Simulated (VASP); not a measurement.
# Sr (Im-3m) in VASP: a series of runs

Aim: see how the results for Sr move with the level of theory and the settings. Levels: PBE, HSE06. Tasks: single point.

Program: VASP 6.6.1. These are calculated values, not measurements. Logs are shortened: lines on timing, memory, paths and dates and some standing lists are left out, and cuts for length are marked.

### 1 The cell of the first run

Symmetry: Im-3m, No. 229, cubic system. The conventional cell has a = 4.769 Å, b = 4.769 Å, c = 4.769 Å, α = 90.00°, β = 90.00°, γ = 90.00°. Sr (site symmetry m-3m) has 14 Sr at 4.13 to 4.77 Å within 5.4 Å.

### 2 Single point, PBE

INCAR reads:

```
  PREC = Accurate
  ENCUT = 520
  EDIFF = 1E-7
  ISMEAR = -1
  SIGMA = 0.1
  LREAL = False
  LASPH = True
  NELM = 60
  ALGO = Normal
  ISIF = 2
  LWAVE = False
  LCHARG = False
  GGA = PE
  NBANDS = 11
```

KPOINTS reads:

```
regular mesh
0
Gamma
  5 5 5
```

POSCAR reads:

```
Sr
1.0
   -2.3846091229      2.3846091229      2.3846091229
    2.3846091229     -2.3846091229      2.3846091229
    2.3846091229      2.3846091229     -2.3846091229
Sr
1
Direct
    0.0000000000      0.0000000000      0.0000000000
```

Potentials or basis: VASP PAW PBE potentials, release 64 (Sr_sv).

Run with:

```console
> cat potpaw_PBE.64/Sr_sv/POTCAR > POTCAR
> mpirun -np 1 vasp_std > vasp.out
```

OUTCAR:

```text
PREC = Accurate
   ENCUT = 520
   EDIFF = 1E-7
   ISMEAR = -1
   LREAL = False
   LASPH = True
   NELM = 60
   ISIF = 2
   GGA = PE

 ion  position               nearest neighbor table
   1  0.000  0.000  0.000-

  LATTYP: Found a body centered cubic cell.
 ALAT       =     4.7692182458

  Lattice vectors:

 A1 = (  -2.3846091229,   2.3846091229,   2.3846091229)
 A2 = (   2.3846091229,  -2.3846091229,   2.3846091229)
 A3 = (   2.3846091229,   2.3846091229,  -2.3846091229)

Analysis of symmetry for initial positions (statically):
=====================================================================
 Subroutine PRICEL returns:
 Original cell was already a primitive cell.

 Routine SETGRP: Setting up the symmetry group for a
 body centered cubic supercell.

 Subroutine GETGRP returns: Found 48 space group operations
 (whereof 48 operations were pure point group operations)
 out of a pool of 48 trial point group operations.

The static configuration has the point symmetry O_h .

Analysis of symmetry for dynamics (positions and initial velocities):
=====================================================================
 Subroutine PRICEL returns:
 Original cell was already a primitive cell.

 Routine SETGRP: Setting up the symmetry group for a
 body centered cubic supercell.

 Subroutine GETGRP returns: Found 48 space group operations
 (whereof 48 operations were pure point group operations)
 out of a pool of 48 trial point group operations.

The dynamic configuration has the point symmetry O_h .

 Subroutine INISYM returns: Found 48 space group operations
 (whereof 48 operations are pure point group operations),
 and found     1 'primitive' translations

----------------------------------------------------------------------------------------

                                     Primitive cell

  volume of cell :      54.2390

  direct lattice vectors                    reciprocal lattice vectors
    -2.384609123  2.384609123  2.384609123     0.000000000  0.209677970  0.209677970
     2.384609123 -2.384609123  2.384609123     0.209677970  0.000000000  0.209677970
     2.384609123  2.384609123 -2.384609123     0.209677970  0.209677970  0.000000000

  length of vectors
     4.130264157  4.130264157  4.130264157     0.296529429  0.296529429  0.296529429

  position of ions in fractional coordinates (direct lattice)
     0.000000000  0.000000000  0.000000000

  ion indices of the primitive-cell ions
   primitive index   ion index
                 1           1

----------------------------------------------------------------------------------------

 KPOINTS: regular mesh

Automatic generation of k-mesh.
 Grid dimensions read from file:
 generate k-points for:    5    5    5

 Generating k-lattice:

  Cartesian coordinates                     Fractional coordinates (reciprocal lattice)
     0.000000000  0.041935594  0.041935594     0.200000000  0.000000000  0.000000000
     0.041935594  0.000000000  0.041935594     0.000000000  0.200000000  0.000000000
     0.041935594  0.041935594  0.000000000     0.000000000  0.000000000  0.200000000

  Length of vectors
     0.059305886  0.059305886  0.059305886

  Shift w.r.t. Gamma in fractional coordinates (k-lattice)
     0.000000000  0.000000000  0.000000000

 Subroutine IBZKPT returns following result:
 ===========================================

 Found     10 irreducible k-points:

 Following reciprocal coordinates:
            Coordinates               Weight
  0.000000  0.000000  0.000000      1.000000
  0.200000  0.000000  0.000000     12.000000
  0.400000  0.000000  0.000000     12.000000
  0.200000  0.200000  0.000000     24.000000
  0.400000  0.200000  0.000000     24.000000
  0.200000  0.200000  0.200000      8.000000
 -0.200000  0.200000  0.200000      6.000000
 -0.400000  0.400000  0.200000     24.000000
 -0.400000 -0.400000  0.200000      8.000000
 -0.400000  0.400000  0.400000      6.000000
   k-points           NKPTS =     10   k-points in BZ     NKDIM =     10   number of bands    NBANDS=     11
   number of dos      NEDOS =    301   number of ions     NIONS =      1
   total plane-waves  NPLWV =  32768
   dimension x,y,z NGX =    32 NGY =   32 NGZ =   32
   dimension x,y,z NGXF=    64 NGYF=   64 NGZF=   64
   ions per type =               1
   NGX,Y,Z   is equivalent  to a cutoff of  12.88, 12.88, 12.88 a.u.
   NGXF,Y,Z  is equivalent  to a cutoff of  25.76, 25.76, 25.76 a.u.
 SYSTEM =  unknown system
   PREC   = accura    normal or accurate (medium, high low for compatibility)
   ISTART =      0    job   : 0-new  1-cont  2-samecut
   ICHARG =      2    charge: 1-file 2-atom 10-const
   ISPIN  =      1    spin polarized calculation?
   LNONCOLLINEAR =      F non collinear calculations
   LSORBIT =      F    spin-orbit coupling
   LASPH  =      T    aspherical Exc in radial PAW
   ENCUT  =  520.0 eV  38.22 Ry    6.18 a.u.   7.68  7.68  7.68*2*pi/ulx,y,z
   NELM   =     60;   NELMIN=  2; NELMDL= -5     # of ELM steps
   EDIFF  = 0.1E-06   stopping-criterion for ELM
   LREAL  =      F    real-space projection
   EDIFFG = 0.1E-05   stopping-criterion for IOM
   NSW    =      0    number of steps for IOM
   IBRION =     -1    ionic relax: 0-MD 1-quasi-New 2-CG
   NFREE  =      0    steps in history (QN), initial steepest desc. (CG)
   ISIF   =      2    stress and relaxation
   ISYM   =      2    0-nonsym 1-usesym 2-fastsym
   POTIM  = 0.5000    time-step for ionic-motion
   TEBEG  =    0.0;   TEEND  =   0.0 temperature during run
   PSTRESS=    0.0 pullay stress
   NELECT =      10.0000    total number of electrons
   NUPDOWN=      -1.0000    fix difference up-down
   EMIN   =  10.00;   EMAX   =-10.00  energy-range for DOS
   EFERMI =   0.00;   METHOD = LEGACY
   ISMEAR =    -1;   SIGMA  =   0.10  broadening in eV -4-tet -1-fermi 0-gaus
   EFERMI_NEDOS =   21; number of points for ismear=-14 and -15
   IALGO  =     38    algorithm
   IMIX   =      4    mixing-type and parameters
     AMIX     =   0.40;   BMIX     =  1.00
     AMIX_MAG =   1.60;   BMIX_MAG =  1.00
  volume/ion in A,a.u.               =      54.24       366.02
  Fermi-wavevector in a.u.,A,eV,Ry     =   0.931761  1.760772 11.812274  0.868178
  Thomas-Fermi vector in A             =   2.058288
   LORBIT       =      0    0 simple, 1 ext, 2 COOP (PROOUT), +10 PAW based schemes
   GGA     = PE    functional components
   LHFCALC =     F    Hartree Fock is set to
   AEXX    =    0.0000 exact exchange contribution
   IVDW    =     0    specifies the selected vdW correction
   LEPSILON=     F    determine dielectric tensor
   LRPA    =     F    only Hartree local field effects (RPA)
 non-spin polarized calculation
  energy-cutoff  :      520.00
  volume of cell :       54.24
 maximum number of plane-waves:      1481
   NGX = 15   NGY = 15   NGZ = 15

 number of electron      10.0000000 magnetization

 Free energy of the ion-electron system (eV)
  ---------------------------------------------------
  ext. energy  EPLUGINS =         0.00000000
  ---------------------------------------------------
  free energy    TOTEN  =        -1.65422758 eV

  energy without entropy =       -1.61208520  energy(sigma->0) =       -1.63315639

 E-fermi :   1.6191     XC(G=0):  -7.3899

 val. band max:        1.3834719323   @ k =  -0.4000   0.4000   0.4000
 cond. band min:       1.7095134855   @ k =  -0.4000   0.4000   0.4000
 fundamental gap:      0.3260415532
 Fermi energy:         1.6191001036

 k-point     1 :       0.0000    0.0000    0.0000
  band No.  band energies     occupation
      1     -34.9506      2.00000
      2     -16.8344      2.00000
      3     -16.8344      2.00000
      4     -16.8344      2.00000
      5      -2.0294      2.00000
      6       4.0242      0.00000
      7       4.0242      0.00000
      8       4.0242      0.00000
      9       5.3668      0.00000
     10       5.3668      0.00000
     11       9.7575      0.00000

 k-point     2 :       0.2000    0.0000    0.0000
  band No.  band energies     occupation
      1     -34.9450      2.00000
      2     -16.9079      2.00000
      3     -16.8585      2.00000
      4     -16.8345      2.00000
      5      -1.3656      2.00000
      6       3.4204      0.00000
      7       3.5307      0.00000
      8       4.6829      0.00000
      9       5.0601      0.00000
     10       5.3789      0.00000
     11       9.9158      0.00000

 k-point     3 :       0.4000    0.0000    0.0000
  band No.  band energies     occupation
      1     -34.9359      2.00000
      2     -17.0230      2.00000
      3     -16.8971      2.00000
      4     -16.8345      2.00000
      5       0.1718      2.00000
      6       2.1807      0.00725
      7       2.9366      0.00000
      8       5.2474      0.00000
      9       5.7215      0.00000
     10       6.4368      0.00000
     11       7.9670      0.00000

 k-point     4 :       0.2000    0.2000    0.0000
  band No.  band energies     occupation
      1     -34.9376      2.00000
      2     -16.9847      2.00000
      3     -16.8910      2.00000
      4     -16.8505      2.00000
      5      -0.2061      2.00000
      6       2.5818      0.00013
      7       2.9464      0.00000
      8       4.9907      0.00000
      9       5.7139      0.00000
     10       5.8860      0.00000
     11       8.2236      0.00000
[... 43 lines left out ...]
 k-point     8 :      -0.4000    0.4000    0.2000
  band No.  band energies     occupation
      1     -34.9314      2.00000
      2     -17.0054      2.00000
      3     -16.9244      2.00000
      4     -16.8879      2.00000
      5       0.7001      1.99980
      6       2.1188      0.01342
      7       3.4825      0.00000
      8       4.0053      0.00000
      9       5.5057      0.00000
     10       6.2616      0.00000
     11       8.0536      0.00000

 k-point     9 :      -0.4000   -0.4000    0.2000
  band No.  band energies     occupation
      1     -34.9276      2.00000
      2     -16.9868      2.00000
      3     -16.9868      2.00000
      4     -16.9001      2.00000
      5       1.7239      0.51931
      6       1.7239      0.51931
      7       2.6816      0.00005
      8       5.1149      0.00000
      9       5.1149      0.00000
     10       6.6604      0.00000
     11       7.7013      0.00000

 k-point    10 :      -0.4000    0.4000    0.4000
  band No.  band energies     occupation
      1     -34.9242      2.00000
      2     -16.9806      2.00000
      3     -16.9681      2.00000
      4     -16.9681      2.00000
      5       1.3835      1.82686
      6       1.7095      0.57640
      7       4.6163      0.00000
      8       4.6163      0.00000
      9       4.6902      0.00000
     10       6.3260      0.00000
     11       7.7991      0.00000

------------------------ aborting loop because EDIFF is reached ----------------------------------------

  FORCE on cell =-STRESS in cart. coord.  units (eV):
  Direction    XX          YY          ZZ          XY          YZ          ZX
  --------------------------------------------------------------------------------------
  -------------------------------------------------------------------------------------
  Total        0.0075251      0.0075251      0.0075251     -0.0000000      0.0000000     -0.0000000
  in kB        0.2222851      0.2222851      0.2222851     -0.0000000      0.0000000     -0.0000000
  external PRESSURE =       0.2222851 kB  Pullay stress =       0.0000000 kB

 VOLUME and BASIS-vectors are now :
 -----------------------------------------------------------------------------
  energy-cutoff  :      520.00
  volume of cell :       54.24
      direct lattice vectors                 reciprocal lattice vectors
    -2.384609123  2.384609123  2.384609123     0.000000000  0.209677970  0.209677970
     2.384609123 -2.384609123  2.384609123     0.209677970  0.000000000  0.209677970
     2.384609123  2.384609123 -2.384609123     0.209677970  0.209677970  0.000000000

 POSITION                                       TOTAL-FORCE (eV/Angst)
 -----------------------------------------------------------------------------------
      0.00000      0.00000      0.00000        -0.000000      0.000000     -0.000000
 -----------------------------------------------------------------------------------
    total drift:                                0.000000      0.000000     -0.000000

  FREE ENERGIE OF THE ION-ELECTRON SYSTEM (eV)
  ---------------------------------------------------
  free  energy   TOTEN  =        -1.6542275844 eV

  energy  without entropy=       -1.6120852049  energy(sigma->0) =       -1.63315639
```

It took 16 s on 1 thread of AMD EPYC 7R13, shared host; peak memory 0.14 GiB.

What came out:

```yaml
Free_energy: -1.6542 eV
Pressure: 0.0 GPa
Band_gap_on_the_k_mesh: zero (band 5 reaches 1.72 eV, above the bottom of band 6 at 1.71 eV)
```

Levels at points of the mesh, in eV from the Fermi level:
| k point | band 3 | band 4 | band 5 | band 6 | band 7 | band 8 |
| --- | --- | --- | --- | --- | --- | --- |
| (0.00, 0.00, 0.00) | -18.45 | -18.45 | -3.65 | 2.41 | 2.41 | 2.41 |

Caveat: the k points lie up to 0.37 Å⁻¹ apart.

### 3 Single point, HSE06

POSCAR is that of step 2.

INCAR.step1 reads:

```
SYSTEM = Sr
ALGO = Normal
EDIFF = 1E-5
ENCUT = 520
GGA = PE
ISIF = 2
ISMEAR = -1
LASPH = .TRUE.
LREAL = .FALSE.
LWAVE = .TRUE.
NBANDS = 11
NELM = 100
PREC = Accurate
SIGMA = 0.1
```

INCAR.step2 reads:

```
SYSTEM = Sr
ALGO = Normal
EDIFF = 1E-6
ENCUT = 520
GGA = PE
HFSCREEN = 0.2079
ISIF = 2
ISMEAR = -1
ISTART = 1
LASPH = .TRUE.
LCHARG = .TRUE.
LELF = .TRUE.
LHFCALC = .TRUE.
LREAL = .FALSE.
LVHAR = .TRUE.
LWAVE = .FALSE.
NBANDS = 11
NELM = 100
PREC = Accurate
PRECFOCK = Normal
SIGMA = 0.1
```

KPOINTS reads:

```
k-points
0
G
  5 5 5
  0 0 0
```

Potentials or basis: VASP PAW PBE potentials, release 64 (Sr_sv).

Run with:

```console
> cat potpaw_PBE.64/Sr_sv/POTCAR > POTCAR
> cp INCAR.step1 INCAR
> mpirun -np 1 vasp_std > vasp.out
> cp INCAR.step2 INCAR
> mpirun -np 1 vasp_std > vasp.out
```

Wall time 14 min (1 thread of AMD EPYC 7R13, shared host); peak memory 0.25 GiB.

It converged, with:

| Quantity | Value |
| --- | --- |
| Free energy | -1.5992 eV |
| Pressure | 0.7 GPa |
| Band gap on the k mesh | zero (band 5 reaches 1.87 eV, above the bottom of band 6 at 1.84 eV) |

Levels at points of the mesh, in eV from the Fermi level:
| k point | band 2 | band 3 | band 4 | band 5 | band 6 | band 7 | band 8 | band 9 |
| --- | --- | --- | --- | --- | --- | --- | --- | --- |
| (0.00, 0.00, 0.00) | -20.20 | -20.20 | -20.20 | -4.38 | 2.95 | 2.95 | 2.95 | 4.35 |

Caveat: the k points lie up to 0.37 Å⁻¹ apart; the PAW data sets were made with another functional, which shifts forces and pressure a little.

### 4 Single point, PBE (volume scaled by 0.88)

INCAR reads:

```
PREC = Accurate
ENCUT = 520
EDIFF = 1E-7
ISMEAR = -1
SIGMA = 0.1
LREAL = False
LASPH = True
NELM = 60
ALGO = Normal
ISIF = 2
LWAVE = False
LCHARG = True
GGA = PE
LELF = True
LVHAR = True
NBANDS = 11
```

KPOINTS reads:

```
Automatic mesh
0
Gamma
  15 15 15
```

POSCAR reads:

```
Sr
1.0
   -2.2851332929      2.2851332929      2.2851332929
    2.2851332929     -2.2851332929      2.2851332929
    2.2851332929      2.2851332929     -2.2851332929
Sr
1
Direct
    0.0000000000      0.0000000000      0.0000000000
```

Run with:

```console
> cat potpaw_PBE.64/Sr_sv/POTCAR > POTCAR
> mpirun -np 1 vasp_std > vasp.out
```

It took 28 s on 1 thread of Intel Xeon Platinum 8559C (Emerald Rapids), shared host; peak memory 0.21 GiB.

It converged, with:

- Free energy: -1.6178 eV
- Pressure: 1.8 GPa
- Band gap on the k mesh: zero (band 5 reaches 2.47 eV, above the bottom of band 6 at 1.78 eV)

Levels at points of the mesh, in eV from the Fermi level:
```tsv
k point	band 3	band 4	band 5	band 6	band 7	band 8
(0.00, 0.00, 0.00)	-18.15	-18.15	-3.80	2.59	2.59	2.59
```

### 5 Summary

| level | cell | k mesh | grid for exact exchange (PRECFOCK) | screening parameter | gap on the mesh (eV) | pressure (GPa) |
| --- | --- | --- | --- | --- | --- | --- |
| PBE | a = 4.130 Å, angles 109.5°, 1 atom | 5 × 5 × 5 | - | - | none | 0.0 |
| HSE06 | a = 4.130 Å, angles 109.5°, 1 atom | 5 × 5 × 5 | Normal | 0.2079 1/Å | none | 0.7 |
| PBE | a = 3.958 Å, angles 109.5°, 1 atom | 15 × 15 × 15 | - | - | none | 1.8 |

Alike in all rows: task single point; potentials or basis VASP PAW PBE potentials, release 64 (Sr_sv); no spin polarisation; cutoff (eV) 520; smearing fermi-dirac 0.1 eV.

Caveats: some runs use coarse meshes; the PAW data sets were made with another functional, which shifts forces and pressure a little (some runs).

Total energies depend on the potentials used, so only differences within one code and one set of settings carry meaning.
